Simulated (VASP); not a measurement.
# PW (zincblende type): single point with LDA

The system is PW (zincblende type).

```
CELL_PARAMETERS angstrom
0.00000 2.04681 2.04681
2.04681 0.00000 2.04681
2.04681 2.04681 0.00000
ATOMIC_POSITIONS crystal
W 0.00000 0.00000 0.00000
P 0.25000 0.25000 0.25000
```

This cell differs from its parent crystal: volume scaled by 0.45, level accurate.

```
Program             : VASP 6.6.1
Task                : single point
Functional          : LDA
Potentials or basis : VASP PAW LDA potentials, release 64 (W_sv, P)
Cutoff              : 520 eV
k mesh              : 12 × 12 × 12
Occupations         : fermi-dirac, width 0.1 eV
Spin                : no spin polarisation
```

```yaml
Pressure: 575.3 GPa
```

Levels at points of the mesh, in eV from the Fermi level:
| k point | band 6 | band 7 | band 8 | band 9 | band 10 | band 11 | band 12 | band 13 | band 14 | band 15 |
| --- | --- | --- | --- | --- | --- | --- | --- | --- | --- | --- |
| (0.00, 0.00, 0.00) | -8.40 | -8.40 | -8.40 | -2.73 | -2.73 | 7.29 | 8.10 | 8.10 | 8.10 | 17.40 |
| (0.50, 0.00, 0.00) | -7.80 | -7.80 | -6.39 | 0.00 | 0.00 | 2.43 | 5.88 | 6.39 | 6.39 | 20.48 |
| (0.50, 0.50, 0.00) | -11.98 | -3.27 | -1.16 | -1.16 | 1.88 | 2.13 | 2.13 | 3.77 | 11.75 | 15.91 |

Run time: 16 s on 1 thread of Intel Xeon 8259CL, on a shared host, peak memory 0.15 GiB.

Caveat: spin-orbit coupling is left out, which moves the levels of the heavy elements.
